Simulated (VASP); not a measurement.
Runs of VASP 6.6.1 on C. The structure is that of space group Cmmm (No. 65), or close to it. The cells are those of the table. 

| task | potentials or basis | spin | cell | k mesh | cutoff (eV) | second run | gap on the mesh (eV) | pressure (GPa) | moment (μB) | relaxed volume (Å³/atom) | largest force (eV/Å) |
| --- | --- | --- | --- | --- | --- | --- | --- | --- | --- | --- | --- |
| relaxation of cell and atoms | VASP PAW PBE potentials, release 64 (C) | off | relaxed from a = 2.075, b = 2.075, c = 4.884 Å, angles 90.0, 90.0, 110.1°, 3 atoms | 8 × 8 × 4 | 600 | - | none | -0.3 | - | 9.95 | 0.01 |
| relaxation of cell and atoms | VASP PAW PBE potentials, release 64 (C) | off | relaxed from a = 3.907, b = 3.907, c = 3.412 Å, angles 90.0, 90.0, 144.9°, 3 atoms | 8 × 8 × 6 | 600 | - | none | 0.1 | - | 11.13 | 0.01 |
| relaxation of cell and atoms | VASP PAW PBE potentials, release 64 (C_h) | off | relaxed from a = 3.907, b = 3.907, c = 3.412 Å, angles 90.0, 90.0, 144.9°, 3 atoms | 8 × 8 × 6 | 910 | hard_potentials | none | 0.0 | - | 10.46 | 0.01 |
| single point | VASP PAW PBE potentials, release 64 (C) | off | a = 2.075, b = 2.075, c = 4.884 Å, angles 90.0, 90.0, 110.1°, 3 atoms | 8 × 8 × 4 | 520 | - | none | 91.5 | - | - | 3.94 |
| single point | VASP PAW PBE potentials, release 64 (C) | off | a = 3.907, b = 3.907, c = 3.412 Å, angles 90.0, 90.0, 144.9°, 3 atoms | 8 × 8 × 4 | 520 | - | none | 0.3 | - | - | 0.01 |
| single point | VASP PAW PBE potentials, release 64 (C) | collinear, ferromagnetic start | a = 4.183, b = 4.183, c = 3.420 Å, angles 90.0, 90.0, 147.2°, 3 atoms | 8 × 8 × 6 | 520 | - | none | 0.3 | 0.00 | - | 0.03 |
| single point | VASP PAW PBE potentials, release 64 (C) | off | a = 4.349, b = 4.349, c = 3.393 Å, angles 90.0, 90.0, 148.5°, 3 atoms | 20 × 20 × 14 | 520 | - | none | (b) | - | - | (a) |
| relaxation of cell and atoms | VASP PAW PBE potentials, release 64 (C_h) | off | relaxed from a = 2.075, b = 2.075, c = 4.884 Å, angles 90.0, 90.0, 110.1°, 3 atoms | 8 × 8 × 4 | 910 | hard_potentials | none | -0.1 | - | 9.17 | 0.03 |
| single point | VASP PAW PBE potentials, release 64 (C) | off | a = 4.183, b = 4.183, c = 3.420 Å, angles 90.0, 90.0, 147.2°, 3 atoms | 8 × 8 × 6 | 520 | - | none | 0.3 | - | - | 0.03 |
| single point | VASP PAW PBE potentials, release 64 (C) | collinear, ferromagnetic start | a = 2.075, b = 2.075, c = 4.884 Å, angles 90.0, 90.0, 110.1°, 3 atoms | 8 × 8 × 4 | 520 | - | none | 91.5 | 0.00 | - | 3.94 |

Alike in all rows: level PBE; smearing gaussian 0.1 eV.

Question: Fill in the values left out.

Answer: (a) 0.02; (b) 0.2.

Caveats: some runs use coarse meshes; the volume moved by over 15 % at a fixed basis, so the end points are rough (some runs); the cutoff is under 1.25 times the usual one of these potentials, so pressure, stress and relaxed cells hold a basis-set (Pulay) error (some runs); forces of over 1 eV/Å act on the atoms, so gaps and moduli don't describe the material at rest (some runs); this functional lacks dispersion, which binds the layers, so the pressure and a relaxed spacing across them are unreliable (some runs).

A gap of «none» marks levels without a gap at the run's occupations.
